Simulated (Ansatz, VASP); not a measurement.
BaTiO3 in VASP and in Ansatz

INCAR

```
SYSTEM = BaTiO3
ALGO     = Normal         ! electronic algorithm
EDIFF    = 1E-6           ! SCF threshold, eV
ENCUT    = 520            ! plane-wave cutoff, eV
GGA      = PE             ! functional
ISIF     = 2              ! what is computed and relaxed
ISMEAR   = 0              ! smearing method
LASPH    = .TRUE.         ! aspherical terms in the spheres
LCHARG   = .TRUE.         ! write CHGCAR
LELF     = .TRUE.         ! ELF
LREAL    = .FALSE.        ! projectors in reciprocal space
LVHAR    = .TRUE.       
LWAVE    = .FALSE.        ! write WAVECAR
NBANDS   = 28             ! bands
NELM     = 100            ! most SCF steps
PREC     = Accurate       ! precision mode
SIGMA    = 0.01           ! smearing width, eV
```

File KPOINTS:

```
k-points
0
G
  4 4 4
  0 0 0
```

File POSCAR:

```
BaTiO3
1.0
    3.9738700000      0.0491400000     -0.0376400000
    0.0491400000      4.2095200000     -0.0094600000
   -0.0378100000     -0.0095100000      3.9934200000
Ba Ti O
1 1 3
Direct
    0.0072414868      0.9970746646      0.0281481726
    0.5262100000      0.5032200000      0.4668900000
    0.4648300000      0.5315200000      0.0142500000
    0.4559600000      0.9838900000      0.4934600000
    0.0050800000      0.4811500000      0.5275000000
```

Input for Ansatz:

```yaml
crystal:
  lattice:
    - [3.97387, 0.04914, -0.03764]
    - [0.04914, 4.20952, -0.00946]
    - [-0.03781, -0.00951, 3.99342]
  atoms:
    - { symbol: Ba, position: [0.007241486809828632, 0.9970746645840258, 0.028148172616575977] }
    - { symbol: Ti, position: [0.52621, 0.50322, 0.46689] }
    - { symbol: O, position: [0.46483, 0.53152, 0.01425] }
    - { symbol: O, position: [0.45596, 0.98389, 0.49346] }
    - { symbol: O, position: [0.00508, 0.48115, 0.5275] }
basis:
  ecutwfc: 540.0
  xc_grid: 2
kpoints:
  mp_grid:
    grid: [4, 4, 4]
hamiltonian:
  xc: pbe
scf:
  convergence:
    dr2_threshold: 1.0e-09
  occupations:
    method: fixed
output:
  forces: true
  stress: true
```

Alike in both runs: task single point; functional PBE; k mesh 4 × 4 × 4; no spin polarisation.

|  | VASP | Ansatz |
| --- | --- | --- |
| version | VASP 6.6.1 | Ansatz 0.2.0 |
| potentials or method | VASP PAW PBE potentials, release 64 (Ba_sv, Ti_sv, O), cutoff 520 eV | plane waves, PAW |
| occupations | gaussian, width 0.01 eV | fixed |
| valence electrons in the cell | 40 | 40 |

|  | VASP | Ansatz | Ansatz less VASP |
| --- | --- | --- | --- |
| pressure (GPa) | 1.4 | -0.3 | -1.69 |
| traceless stress, the component that is largest in VASP (GPa) | -5.76 | -5.39 | +0.369 |
| rms of the force components (eV/Å) | 0.795 | 0.763 | -0.0313 |

Atom by atom the forces differ by 0.067 eV/Å (rms over components). Ansatz's warnings: stress scf threshold loose.

Spin-orbit coupling is off throughout.
